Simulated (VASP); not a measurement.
Write the native input for VASP 6.6.1 that does the following.

- Task: single point
- Functional: PBE
- Potentials or basis: VASP PAW PBE potentials, release 64 (B, O)
- Cutoff: 520 eV
- k mesh: 18 × 18 × 4
- Occupations: gaussian, width 0.1 eV
- Spin: no spin polarisation
- Dipole correction: no
- Further INCAR settings: ALGO = Normal; EDIFF = 1e-06; NBANDS = 21

The structure of B2O lies in POSCAR:

```
B2O
1.0
    2.5586877624      0.0000000000      0.0000000000
   -1.2793438812      2.2158886026      0.0000000000
    0.0000000000      0.0000000000     10.8231910337
B O
4 2
Direct
    0.0000000000      0.0000000000      0.4193037696
    0.0000000000      0.0000000000      0.5806962304
    0.6666666667      0.3333333333      0.0251375342
    0.3333333333      0.6666666667      0.9748624658
    0.6666666667      0.3333333333      0.3680051658
    0.3333333333      0.6666666667      0.6319948342
```

This cell differs from its parent crystal: volume scaled by 0.94, then relaxed in part.

These files were run (other wordings do the same):

INCAR

```
SYSTEM = B2O
PREC = Accurate
ENCUT = 520
EDIFF = 1E-6
ISMEAR = 0
SIGMA = 0.1
LREAL = .FALSE.
LASPH = .TRUE.
NELM = 80
ALGO = Normal
ISIF = 2
LWAVE = .FALSE.
LCHARG = .FALSE.
GGA = PE
NBANDS = 21
```

KPOINTS

```
regular mesh
0
G
  18 18 4
  0 0 0
```

Potentials or basis: VASP PAW PBE potentials, release 64 (B, O).

The run is started by

```console
$ cat potpaw_PBE.64/B/POTCAR potpaw_PBE.64/O/POTCAR > POTCAR
$ mpirun -np 1 vasp_std > vasp.out
```

Results of the run:

```json
{
  "Pressure": "0.6 GPa",
  "Largest force": "0.010 eV/Å",
  "Band gap on the k mesh": "zero (band 12 reaches 6.42 eV, above the bottom of band 13 at 2.44 eV)"
}
```

Caveat: this functional lacks dispersion, which binds the layers, so the pressure and a relaxed spacing across them are unreliable.

It took 5.4 min on 1 thread of Oxide Virtual Turin-like Processor, with other jobs on the host, peak memory 0.22 GiB.
